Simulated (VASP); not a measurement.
# Ba2SrN2 (I4/mmm) in VASP: single point with PBE

Aim: the single point of Ba2SrN2 with PBE.

Program: VASP 6.6.1. These are calculated values, not measurements. Logs are shortened: lines on timing, memory, paths and dates and some standing lists are left out, and cuts for length are marked.

### Step 1. The cell of the first run

The structure is tetragonal, space group I4/mmm (No. 139). Conventional cell: a = 4.258 Å, b = 4.258 Å, c = 15.341 Å, α = 90.00°, β = 90.00°, γ = 90.00°. Within 3.4 Å of Ba (site symmetry 4mm) lie 5 N at 2.54 to 3.02 Å. Within 3.2 Å of Sr (site symmetry 4/mmm) lie 2 N at 2.42 Å. N (site symmetry 4mm) has 1 Sr at 2.42 Å and 5 Ba at 2.54 to 3.02 Å within 3.2 Å.

### Step 2. Single point, PBE

INCAR reads:

```
SYSTEM = Ba2SrN2
PREC = Accurate
ENCUT = 910
EDIFF = 1E-6
ISMEAR = 0
SIGMA = 0.1
LREAL = .False.
LASPH = .True.
NELM = 120
ALGO = Normal
ISIF = 2
LWAVE = .False.
LCHARG = .True.
GGA = PE
LELF = .True.
LVHAR = .True.
NBANDS = 28
GGA_COMPAT = .False.
```

KPOINTS reads:

```
regular mesh
0
Gamma
  6 6 6
  0 0 0
```

POSCAR reads:

```
Ba2SrN2
1.0
   -2.1287812846      2.1287812846      7.6702923305
    2.1287812846     -2.1287812846      7.6702923305
    2.1287812846      2.1287812846     -7.6702923305
Ba Sr N
2 1 2
Direct
    0.3236164129      0.3236164129      0.0000000000
    0.6763835871      0.6763835871      0.0000000000
    0.0000000000      0.0000000000      0.0000000000
    0.1580711424      0.1580711424      0.0000000000
    0.8419288576      0.8419288576      0.0000000000
```

Potentials or basis: VASP PAW PBE potentials, release 64 (Ba_sv, Sr_sv, N_h).

Run with:

```
$ cat potpaw_PBE.64/Ba_sv/POTCAR potpaw_PBE.64/Sr_sv/POTCAR potpaw_PBE.64/N_h/POTCAR > POTCAR
$ mpirun -np 1 vasp_std > vasp.out
```

OUTCAR:

```text
SYSTEM = Ba2SrN2
   PREC = Accurate
   ENCUT = 910
   EDIFF = 1E-6
   ISMEAR = 0
   LREAL = .False.
   LASPH = .True.
   NELM = 120
   ISIF = 2
   GGA = PE

 ion  position               nearest neighbor table
   1  0.324  0.324  0.000-   4 2.54   5 3.02   5 3.02   5 3.02   5 3.02   2 3.76   2 3.76   2 3.76
                             2 3.76   3 4.05   3 4.05   3 4.05   3 4.05
   2  0.676  0.676  0.000-   5 2.54   4 3.02   4 3.02   4 3.02   4 3.02   1 3.76   1 3.76   1 3.76
                             1 3.76   3 4.05   3 4.05   3 4.05   3 4.05
   3  0.000  0.000  0.000-   4 2.42   5 2.42   2 4.05   2 4.05   2 4.05   1 4.05   1 4.05   1 4.05
                             2 4.05   1 4.05
   4  0.158  0.158  0.000-   3 2.42   1 2.54   2 3.02   2 3.02   2 3.02   2 3.02
   5  0.842  0.842  0.000-   3 2.42   2 2.54   1 3.02   1 3.02   1 3.02   1 3.02

  LATTYP: Found a body centered tetragonal cell.
 ALAT       =     4.2575625692
 C/A-ratio  =     3.6031378075

  Lattice vectors:

 A1 = (  -2.1287812846,   2.1287812846,   7.6702923305)
 A2 = (   2.1287812846,  -2.1287812846,   7.6702923305)
 A3 = (   2.1287812846,   2.1287812846,  -7.6702923305)

Analysis of symmetry for initial positions (statically):
=====================================================================
 Subroutine PRICEL returns:
 Original cell was already a primitive cell.

 Routine SETGRP: Setting up the symmetry group for a
 body centered tetragonal supercell.

 Subroutine GETGRP returns: Found 16 space group operations
 (whereof 16 operations were pure point group operations)
 out of a pool of 16 trial point group operations.

The static configuration has the point symmetry D_4h.

Analysis of symmetry for dynamics (positions and initial velocities):
=====================================================================
 Subroutine PRICEL returns:
 Original cell was already a primitive cell.

 Routine SETGRP: Setting up the symmetry group for a
 body centered tetragonal supercell.

 Subroutine GETGRP returns: Found 16 space group operations
 (whereof 16 operations were pure point group operations)
 out of a pool of 16 trial point group operations.

The dynamic configuration has the point symmetry D_4h.

 Subroutine INISYM returns: Found 16 space group operations
 (whereof 16 operations are pure point group operations),
 and found     1 'primitive' translations

----------------------------------------------------------------------------------------

                                     Primitive cell

  volume of cell :     139.0382

  direct lattice vectors                    reciprocal lattice vectors
    -2.128781285  2.128781285  7.670292330     0.000000000  0.234876172  0.065186564
     2.128781285 -2.128781285  7.670292330     0.234876172  0.000000000  0.065186564
     2.128781285  2.128781285 -7.670292330     0.234876172  0.234876172  0.000000000

  length of vectors
     8.239951696  8.239951696  8.239951696     0.243754189  0.243754189  0.332165068

  position of ions in fractional coordinates (direct lattice)
     0.323616413  0.323616413  0.000000000
     0.676383587  0.676383587  0.000000000
     0.000000000  0.000000000  0.000000000
     0.158071142  0.158071142  0.000000000
     0.841928858  0.841928858  0.000000000

  ion indices of the primitive-cell ions
   primitive index   ion index
                 1           1
                 2           2
                 3           3
                 4           4
                 5           5

----------------------------------------------------------------------------------------

 KPOINTS: regular mesh

Automatic generation of k-mesh.
 Grid dimensions read from file:
 generate k-points for:    6    6    6

 Generating k-lattice:

  Cartesian coordinates                     Fractional coordinates (reciprocal lattice)
     0.000000000  0.039146029  0.010864427     0.166666667  0.000000000  0.000000000
     0.039146029  0.000000000  0.010864427     0.000000000  0.166666667  0.000000000
     0.039146029  0.039146029  0.000000000     0.000000000  0.000000000  0.166666667

  Length of vectors
     0.040625698  0.040625698  0.055360845

  Shift w.r.t. Gamma in fractional coordinates (k-lattice)
     0.000000000  0.000000000  0.000000000

 Subroutine IBZKPT returns following result:
 ===========================================

 Found     30 irreducible k-points:

 Following reciprocal coordinates:
            Coordinates               Weight
  0.000000  0.000000  0.000000      1.000000
  0.166667  0.000000 -0.000000      8.000000
  0.333333  0.000000 -0.000000      8.000000
  0.500000  0.000000 -0.000000      4.000000
  0.166667  0.166667 -0.000000      8.000000
  0.333333  0.166667 -0.000000     16.000000
[... 16 lines left out ...]
 -0.333333 -0.333333  0.166667      8.000000
 -0.166667 -0.333333  0.166667      8.000000
 [... further k-points ...]
   k-points           NKPTS =     30   k-points in BZ     NKDIM =     30   number of bands    NBANDS=     28
   number of dos      NEDOS =    301   number of ions     NIONS =      5
   total plane-waves  NPLWV = 592704
   dimension x,y,z NGX =    84 NGY =   84 NGZ =   84
   dimension x,y,z NGXF=   168 NGYF=  168 NGZF=  168
   ions per type =               2   1   2
   NGX,Y,Z   is equivalent  to a cutoff of  16.95, 16.95, 16.95 a.u.
   NGXF,Y,Z  is equivalent  to a cutoff of  33.90, 33.90, 33.90 a.u.
 SYSTEM =  Ba2SrN2
   PREC   = accura    normal or accurate (medium, high low for compatibility)
   ISTART =      0    job   : 0-new  1-cont  2-samecut
   ICHARG =      2    charge: 1-file 2-atom 10-const
   ISPIN  =      1    spin polarized calculation?
   LNONCOLLINEAR =      F non collinear calculations
   LSORBIT =      F    spin-orbit coupling
   LASPH  =      T    aspherical Exc in radial PAW
   ENCUT  =  910.0 eV  66.88 Ry    8.18 a.u.  20.27 20.27 20.27*2*pi/ulx,y,z
   NELM   =    120;   NELMIN=  2; NELMDL= -5     # of ELM steps
   EDIFF  = 0.1E-05   stopping-criterion for ELM
   LREAL  =      F    real-space projection
   EDIFFG = 0.1E-04   stopping-criterion for IOM
   NSW    =      0    number of steps for IOM
   IBRION =     -1    ionic relax: 0-MD 1-quasi-New 2-CG
   NFREE  =      0    steps in history (QN), initial steepest desc. (CG)
   ISIF   =      2    stress and relaxation
   ISYM   =      2    0-nonsym 1-usesym 2-fastsym
   POTIM  = 0.5000    time-step for ionic-motion
   TEBEG  =    0.0;   TEEND  =   0.0 temperature during run
   PSTRESS=    0.0 pullay stress
   NELECT =      40.0000    total number of electrons
   NUPDOWN=      -1.0000    fix difference up-down
   EMIN   =  10.00;   EMAX   =-10.00  energy-range for DOS
   EFERMI =   0.00;   METHOD = LEGACY
   ISMEAR =     0;   SIGMA  =   0.10  broadening in eV -4-tet -1-fermi 0-gaus
   EFERMI_NEDOS =   21; number of points for ismear=-14 and -15
   IALGO  =     38    algorithm
   IMIX   =      4    mixing-type and parameters
     AMIX     =   0.40;   BMIX     =  1.00
     AMIX_MAG =   1.60;   BMIX_MAG =  1.00
  volume/ion in A,a.u.               =      27.81       187.66
  Fermi-wavevector in a.u.,A,eV,Ry     =   1.080729  2.042282 15.891269  1.167975
  Thomas-Fermi vector in A             =   2.216728
   LORBIT       =      0    0 simple, 1 ext, 2 COOP (PROOUT), +10 PAW based schemes
   GGA     = PE    functional components
   LHFCALC =     F    Hartree Fock is set to
   AEXX    =    0.0000 exact exchange contribution
   IVDW    =     0    specifies the selected vdW correction
   LEPSILON=     F    determine dielectric tensor
   LRPA    =     F    only Hartree local field effects (RPA)
 non-spin polarized calculation
 Gauss-broadening in eV      SIGMA  =   0.10
  energy-cutoff  :      910.00
  volume of cell :      139.04
 maximum number of plane-waves:      8714
 NGX is ok and might be reduce to    84
   NGX = 41   NGY = 41   NGZ = 41

 number of electron      40.0000000 magnetization

 Free energy of the ion-electron system (eV)
  ---------------------------------------------------
  ext. energy  EPLUGINS =         0.00000000
  ---------------------------------------------------
  free energy    TOTEN  =       -22.97724581 eV

  energy without entropy =      -22.96179511  energy(sigma->0) =      -22.96952046

 E-fermi :   2.2644     XC(G=0):  -8.7931

 val. band max:        2.2639161217   @ k =  -0.3333   0.3333   0.3333
 cond. band min:       2.2939495652   @ k =  -0.1667  -0.1667   0.1667
 fundamental gap:      0.0300334435
 Fermi energy:         2.2643940579

 k-point     1 :       0.0000    0.0000    0.0000
  band No.  band energies     occupation
      1     -32.7399      2.00000
      2     -24.5703      2.00000
      3     -24.3452      2.00000
      4     -14.9460      2.00000
      5     -14.9460      2.00000
      6     -14.7221      2.00000
[... 20 lines left out ...]
     27       6.6180      0.00000
     28       6.7378      0.00000

 k-point     2 :       0.1667    0.0000   -0.0000
  band No.  band energies     occupation
      1     -32.7385      2.00000
      2     -24.5484      2.00000
      3     -24.3528      2.00000
      4     -14.9778      2.00000
      5     -14.9430      2.00000
      6     -14.7197      2.00000
[... 20 lines left out ...]
     27       6.4312      0.00000
     28       6.7913      0.00000

 k-point     3 :       0.3333    0.0000   -0.0000
  band No.  band energies     occupation
      1     -32.7356      2.00000
      2     -24.4930      2.00000
      3     -24.3793      2.00000
      4     -15.0404      2.00000
      5     -14.9371      2.00000
      6     -14.7146      2.00000
[... 20 lines left out ...]
     27       6.6482      0.00000
     28       7.0744      0.00000

 k-point     4 :       0.5000    0.0000   -0.0000
  band No.  band energies     occupation
      1     -32.7342      2.00000
      2     -24.4293      2.00000
      3     -24.4285      2.00000
      4     -15.0711      2.00000
      5     -14.9341      2.00000
      6     -14.7117      2.00000
[... 578 lines left out ...]
     27       7.0970      0.00000
     28       7.2782      0.00000

 k-point    23 :      -0.3333   -0.3333    0.1667
  band No.  band energies     occupation
      1     -32.7371      2.00000
      2     -24.5282      2.00000
      3     -24.3588      2.00000
      4     -14.9755      2.00000
      5     -14.9737      2.00000
      6     -14.7072      2.00000
[... 20 lines left out ...]
     27       6.4334      0.00000
     28       6.9850      0.00000

 k-point    24 :      -0.1667   -0.3333    0.1667
  band No.  band energies     occupation
      1     -32.7385      2.00000
      2     -24.5483      2.00000
      3     -24.3529      2.00000
      4     -14.9778      2.00000
      5     -14.9430      2.00000
      6     -14.7129      2.00000
[... 20 lines left out ...]
     27       6.6396      0.00000
     28       6.7897      0.00000

 [... further k-points ...]
[... 5 lines left out ...]
  --------------------------------------------------------------------------------------
  -------------------------------------------------------------------------------------
  Total        0.3498812      0.3498812      1.4467626      0.0000000     -0.0000000     -0.0000000
  in kB        4.0317833      4.0317833     16.6714686      0.0000000     -0.0000000     -0.0000000
  external PRESSURE =       8.2450117 kB  Pullay stress =       0.0000000 kB

 VOLUME and BASIS-vectors are now :
 -----------------------------------------------------------------------------
  energy-cutoff  :      910.00
  volume of cell :      139.04
      direct lattice vectors                 reciprocal lattice vectors
    -2.128781285  2.128781285  7.670292330     0.000000000  0.234876172  0.065186564
     2.128781285 -2.128781285  7.670292330     0.234876172  0.000000000  0.065186564
     2.128781285  2.128781285 -7.670292330     0.234876172  0.234876172  0.000000000

 POSITION                                       TOTAL-FORCE (eV/Angst)
 -----------------------------------------------------------------------------------
      0.00000      0.00000      4.96446         0.000000      0.000000      0.259678
      0.00000      0.00000     10.37612        -0.000000     -0.000000     -0.259678
      0.00000      0.00000      0.00000        -0.000000     -0.000000      0.000000
      0.00000      0.00000      2.42490        -0.000000     -0.000000     -0.111267
      0.00000      0.00000     12.91568        -0.000000     -0.000000      0.111267
 -----------------------------------------------------------------------------------
    total drift:                               -0.000000      0.000000      0.000000

  FREE ENERGIE OF THE ION-ELECTRON SYSTEM (eV)
  ---------------------------------------------------
  free  energy   TOTEN  =       -22.9772458081 eV

  energy  without entropy=      -22.9617951065  energy(sigma->0) =      -22.96952046
```

Run time: 22 min. Hardware: 1 thread of Intel Xeon Platinum 8488C (Sapphire Rapids), shared host; peak memory 1.2 GiB.

What came out:

```
Free energy            : -22.9772 eV
Pressure               : 0.8 GPa
Largest force          : 0.260 eV/Å
Band gap on the k mesh : zero (bands 20 and 21 overlap by 0.46 eV)
```

Forces in eV/Å, atoms in the order of the input:
```
Ba   0.000  0.000  0.260
Ba   0.000  0.000 -0.260
Sr   0.000  0.000  0.000
N    0.000  0.000 -0.111
N    0.000  0.000  0.111
```

Caveat: the cutoff is under 1.25 times the usual one of these potentials, so pressure, stress and relaxed cells hold a basis-set (Pulay) error; spin-orbit coupling is left out, which moves the levels of the heavy elements.
